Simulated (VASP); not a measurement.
Here is a VASP 6.6.1 calculation.

INCAR

```
SYSTEM = CsNiN
ALGO     = Normal         ! electronic algorithm
EDIFF    = 1E-6           ! SCF threshold, eV
ENCUT    = 520            ! plane-wave cutoff, eV
GGA      = PE             ! functional
ISIF     = 2              ! what is computed and relaxed
ISMEAR   = -1             ! smearing method
ISPIN    = 2              ! spin polarisation
LASPH    = .TRUE.         ! aspherical terms in the spheres
LCHARG   = .TRUE.         ! write CHGCAR
LELF     = .TRUE.         ! ELF
LMAXMIX  = 4              ! l up to which the mixer works
LORBIT   = 11             ! projections on sites
LREAL    = .FALSE.        ! projectors in reciprocal space
LVHAR    = .TRUE.       
LWAVE    = .FALSE.        ! write WAVECAR
MAGMOM   = 0 1 0          ! initial moments
NBANDS   = 23             ! bands
NELM     = 150            ! most SCF steps
PREC     = Accurate       ! precision mode
SIGMA    = 0.05           ! smearing width, eV
```

File KPOINTS:

```
k-points
0
G
  6 6 8
  0 0 0
```

The input POSCAR:

```
CsNiN
1.0
    5.5448196814      0.0000000000      0.0000000000
   -2.7724098407      4.8019547035      0.0000000000
    0.0000000000      0.0000000000      3.4464222025
Cs Ni N
1 1 1
Direct
    0.6666666667      0.3333333333      0.5000000000
    0.3333333333      0.6666666667      0.0000000000
    0.3333333333      0.6666666667      0.5000000000
```

Potentials or basis: VASP PAW PBE potentials, release 64 (Cs_sv, Ni, N).

The run is started by

```bash
$ cat potpaw_PBE.64/Cs_sv/POTCAR potpaw_PBE.64/Ni/POTCAR potpaw_PBE.64/N/POTCAR > POTCAR
$ mpirun -np 1 vasp_std > vasp.out
```

Q: Estimate the net moment.

A: 0.40 μB per cell.

Q: What does it give for the pressure?

A: 0.1 GPa.

Stress tensor (GPa, compression positive):
```
0.05 0.00 0.00
0.00 0.05 0.00
0.00 0.00 0.17
```

Caveat: a cell with one magnetic atom can't hold antiferromagnetic order, which such compounds often take.
